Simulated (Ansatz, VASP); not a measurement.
**GaP in VASP and in Ansatz**

```xyz
8
Lattice="3.8933 0.0000 0.0000 0.0000 5.5060 0.0000 0.0000 0.0000 21.8400" Properties=species:S:1:pos:R:3 pbc="T T T"
Ga    0.0000    4.8177    8.0000
Ga    1.9467    2.0647    9.9467
Ga    0.0000    4.8177   11.8933
Ga    1.9467    2.0647   13.8400
P     1.9467    3.4412    8.0000
P     0.0000    0.6882    9.9467
P     1.9467    3.4412   11.8933
P     0.0000    0.6882   13.8400
```

Alike in both runs: task single point; functional PBE; k mesh 8 × 6 × 1; occupations fermi-dirac, width 0.02 eV; no spin polarisation.

```csv
,VASP,Ansatz
version,VASP 6.6.1,Ansatz 0.2.0
potentials or method,"VASP PAW PBE potentials, release 64 (Ga_d, P), cutoff 520 eV","all-electron LAPW, scalar-relativistic"
```

```tsv
	VASP	Ansatz	Ansatz less VASP
gap on the k mesh at the Fermi level (eV)	0.76	0.77	+0.012
rms of the force components (eV/Å)	0.658	0.657	-0.0008
```

Ansatz ran all-electron here, and VASP with PAW potentials.
